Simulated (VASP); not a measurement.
# Al3Cu2: single point with PBEsol

Al3Cu2:

```
Al Cu
1.0
     6.89219   -0.18546   -0.06005
    -0.18546    6.97390    0.00678
    -0.06005    0.00678    7.00228
Al Cu
12 8
Direct
  0.64518 0.14819 0.82918
  0.23879 0.90772 0.61144
  0.04509 0.10012 0.95242
  0.51464 0.65392 0.32562
  0.85101 0.45198 0.94142
  0.70038 0.51198 0.61985
  0.90762 0.14215 0.52966
  0.76291 0.81326 0.10102
  0.18343 0.35986 0.39380
  0.12519 0.71421 0.14803
  0.40049 0.32218 0.10723
  0.36075 0.62097 0.83156
  0.91470 0.79492 0.46005
  0.87019 0.17552 0.21191
  0.26338 0.02463 0.28378
  0.01286 0.73796 0.81281
  0.31479 0.27887 0.76251
  0.57739 0.87003 0.62901
  0.81440 0.49875 0.30254
  0.52663 0.16987 0.52107
```

| Quantity | Value |
| --- | --- |
| Program | VASP 6.6.1 |
| Task | single point |
| Functional | PBEsol |
| Potentials or basis | VASP PAW PBE potentials, release 64 (Al, Cu) |
| Cutoff | 400 eV |
| k mesh | 1 × 1 × 1, shifted |
| Occupations | fermi-dirac, width 0.0595 eV |
| Spin | no spin polarisation |

- Pressure: -3.5 GPa
- Largest force: 2.224 eV/Å

Forces in eV/Å, atoms in the order of the input:
```
Al   0.212  0.058  1.476
Al  -0.120  0.428 -0.050
Al   0.998 -1.123 -0.985
Al  -1.207  0.700  0.119
Al   0.281 -0.212  1.087
Al  -0.073  0.072  0.232
Al  -0.357 -0.292  1.859
Al   0.157  0.704 -0.691
Al  -0.048  0.486  0.713
Al   0.321 -0.374  0.342
Al   0.903 -0.359 -0.341
Al  -0.121  0.566  0.082
Cu   0.120 -0.145 -0.254
Cu  -0.964  0.060 -0.925
Cu  -0.316  0.163 -0.228
Cu  -0.430  0.411 -0.016
Cu  -0.519 -0.064 -0.217
Cu   0.832 -1.676  0.398
Cu   0.597 -0.331 -0.596
Cu  -0.265  0.927 -2.005
```

Stress tensor (GPa, compression positive):
```
-7.83 -5.25 -5.22
-5.25 -0.69 -1.71
-5.22 -1.71 -1.87
```

Levels at points of the mesh, in eV from the Fermi level:
```tsv
k point	band 59	band 60	band 61	band 62	band 63	band 64	band 65	band 66
(0.25, 0.25, 0.25)	-1.47	-1.33	-0.49	-0.23	0.24	0.35	0.46	0.71
```

Run time: 2.1 min on 1 thread of Intel Xeon 8259CL (shared host), peak memory 0.31 GiB.

Caveat: the atoms stand as in a frame of molecular dynamics; the PAW data sets were made with another functional, which shifts forces and pressure a little.
